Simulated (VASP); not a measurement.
Input of a VASP 6.6.1 run:

File INCAR:

```
PREC = Accurate
ENCUT = 600
EDIFF = 1E-6
ISMEAR = -1
SIGMA = 0.05
LREAL = F
LASPH = T
NELM = 120
ALGO = Normal
ISIF = 2
LWAVE = F
LCHARG = F
GGA = PS
NBANDS = 35
GGA_COMPAT = F
```

KPOINTS

```
Automatic mesh
0
Gamma
  6 6 9
```

POSCAR

```
ZnF2
1.0
    4.7359585239      0.0000000000      0.0000000000
    0.0000000000      4.7359585239      0.0000000000
    0.0000000000      0.0000000000      3.1545542472
Zn F
2 4
Direct
    0.5000000000      0.5000000000      0.5000000000
    0.0000000000      0.0000000000      0.0000000000
    0.8024000000      0.1976000000      0.5000000000
    0.6976000000      0.6976000000      0.0000000000
    0.1976000000      0.8024000000      0.5000000000
    0.3024000000      0.3024000000      0.0000000000
```

Potentials or basis: VASP PAW PBE potentials, release 64 (Zn, F).

Run with:

```sh
$ cat potpaw_PBE.64/Zn/POTCAR potpaw_PBE.64/F/POTCAR > POTCAR
$ mpirun -np 1 vasp_std > vasp.out
```

Question: Estimate the largest force.

Answer: 0.087 eV/Å.

Question: What does it give for the band gap on the k mesh?

Answer: 3.29 eV.

Forces in eV/Å, atoms in the order of the input:
```
Zn   0.000  0.000  0.000
Zn   0.000  0.000  0.000
F    0.062 -0.062  0.000
F   -0.062 -0.062  0.000
F   -0.062  0.062  0.000
F    0.062  0.062  0.000
```

Caveat: the PAW data sets were made with another functional, which shifts forces and pressure a little; an odd mesh through Γ misses points on the zone boundary, where band edges can lie.
